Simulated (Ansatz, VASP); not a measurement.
Two plane-wave programs on As

The input POSCAR:

```
As
1.0
    1.7942939793      1.0359361119      5.0803418975
   -1.7942939793      1.0359361119      5.0803418975
    0.0000000000     -2.0718722239      5.0803418975
As
2
Direct
    0.7885552421      0.7885552421      0.7885552421
    0.2114447579      0.2114447579      0.2114447579
```

INCAR.step1

```
PREC = Accurate ; ENCUT = 600
ISMEAR = 0 ; SIGMA = 0.02
LREAL = False ; LASPH = True
NELM = 80 ; GGA = PE
ALGO = Normal ; EDIFF = 1E-4
LWAVE = True ; LCHARG = False
```

The input INCAR.step2:

```
PREC = Accurate ; ENCUT = 600
EDIFF = 1E-6 ; ISMEAR = 0
SIGMA = 0.02 ; LREAL = False
LASPH = True ; NELM = 80
ALGO = Normal ; ISIF = 3
LWAVE = False ; LCHARG = False
METAGGA = R2SCAN ; LMIXTAU = True
IBRION = 2 ; NSW = 100
EDIFFG = -0.005 ; ISTART = 1
```

Contents of KPOINTS:

```
regular mesh
0
Gamma
  9 9 9
```

Input for Ansatz:

```yaml
crystal:
  lattice:
    - [1.7942939793, 1.0359361119, 5.0803418975]
    - [-1.7942939793, 1.0359361119, 5.0803418975]
    - [0.0, -2.0718722239, 5.0803418975]
  atoms:
    - { symbol: As, position: [0.7885552421, 0.7885552421, 0.7885552421] }
    - { symbol: As, position: [0.2114447579, 0.2114447579, 0.2114447579] }
basis:
  ecutwfc: 500
kpoints:
  mp_grid: { grid: [9, 9, 9] }
hamiltonian:
  xc: r2scan
scf:
  occupations: { method: gaussian, width: 0.02 }
output:
  forces: true
  stress: true
  eigenvalues: true
  write_density: true
  write_potential: true
  elf: true
  volumetric_format: npy
relax:
  adjacent_minimum: "off"
  f_tol: 0.005
  max_steps: 80
  cell: { stress_tol: 0.05 }
```

Alike in both runs: task relaxation of cell and atoms; functional r2SCAN; k mesh 9 × 9 × 9; occupations gaussian, width 0.02 eV; no spin polarisation.

```csv
,VASP,Ansatz
version,VASP 6.6.1,Ansatz 0.2.0
potentials or method,"VASP PAW PBE potentials, release 64 (As), cutoff 600 eV","scalar-relativistic, plane waves, PAW"
valence electrons in the cell,10,30
```

```tsv
	VASP	Ansatz	Ansatz less VASP
gap on the k mesh at the Fermi level, each at its own relaxed structure (eV)	0.66	0.67	+0.009
relaxed volume (Å³/atom)	28.37	28.33	-0.039
relaxed length of the cell vector where the two differ most in proportion (Å)	5.492	5.487	-0.0051
```

VASP's potentials were made for PBE, not for r2SCAN. VASP's potentials hold 10 valence electrons a cell and Ansatz's 30, so a difference there can come from the potentials and not from the codes.
